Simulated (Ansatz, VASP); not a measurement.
AlAs in VASP and in Ansatz

```
CELL_PARAMETERS angstrom
0.00000 2.68888 2.68888
2.68888 0.00000 2.68888
2.68888 2.68888 0.00000
ATOMIC_POSITIONS crystal
Al 0.00000 0.00000 0.00000
As 0.75000 0.75000 0.75000
```

Change from the starting cell: strain -0.050 along x and y, -0.050 along z, atoms carried along.

Alike in both runs: task single point; functional PBE; k mesh 8 × 8 × 8; occupations gaussian, width 0.05 eV; no spin polarisation.

```csv
,VASP,Ansatz
version,VASP 6.6.1,Ansatz 0.2.0
potentials or method,"VASP PAW PBE potentials, release 64 (Al, As), cutoff 500 eV","scalar-relativistic, plane waves, PAW"
valence electrons in the cell,8,18
```

```tsv
	VASP	Ansatz	Ansatz less VASP
gap on the k mesh at the Fermi level (eV)	1.12	1.14	+0.016
least direct gap on the mesh (eV)	3.34	3.32	-0.015
pressure (GPa)	19.4	19.0	-0.38
```

The functional is the same, so the differences come from potentials, cutoffs and numerics. VASP's potentials hold 8 valence electrons a cell and Ansatz's 18, so a difference there can come from the potentials and not from the codes.
